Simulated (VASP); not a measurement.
A run of VASP 6.6.1:

Contents of INCAR:

```
ALGO = Normal
EDIFF = 1E-6
ENCUT = 520
GGA = PE
ISIF = 2
ISMEAR = -1
LASPH = True
LCHARG = True
LELF = True
LREAL = False
LVHAR = True
LWAVE = False
NBANDS = 26
NELM = 60
PREC = Accurate
SIGMA = 0.02
```

The input KPOINTS:

```
k-points
0
Gamma
  6 6 6
```

File POSCAR:

```
CuI
1.0
    3.5037406371     -3.5931478134      0.0000000000
    3.5037406371      3.5931478134      0.0000000000
    0.0000000000      0.0000000000      4.3220123888
Cu I
2 2
Direct
    0.4168023173      0.5831976827      0.7500000000
    0.5831976827      0.4168023173      0.2500000000
    0.7779473852      0.2220526148      0.7500000000
    0.2220526148      0.7779473852      0.2500000000
```

Potentials or basis: VASP PAW PBE potentials, release 64 (Cu, I).

Run with:

```console
$ cat potpaw_PBE.64/Cu/POTCAR potpaw_PBE.64/I/POTCAR > POTCAR
$ mpirun -np 1 vasp_std > vasp.out
```

Hardware: 1 thread of Intel(R) Xeon(R) 6975P-C (Granite Rapids) (shared host).

Task: How long does it take, and how much memory?

Result: Run time: 50 s on 1 thread of Intel(R) Xeon(R) 6975P-C (Granite Rapids) (shared host), peak memory 0.3 GiB. Counts: scf iterations 15, k points 52.
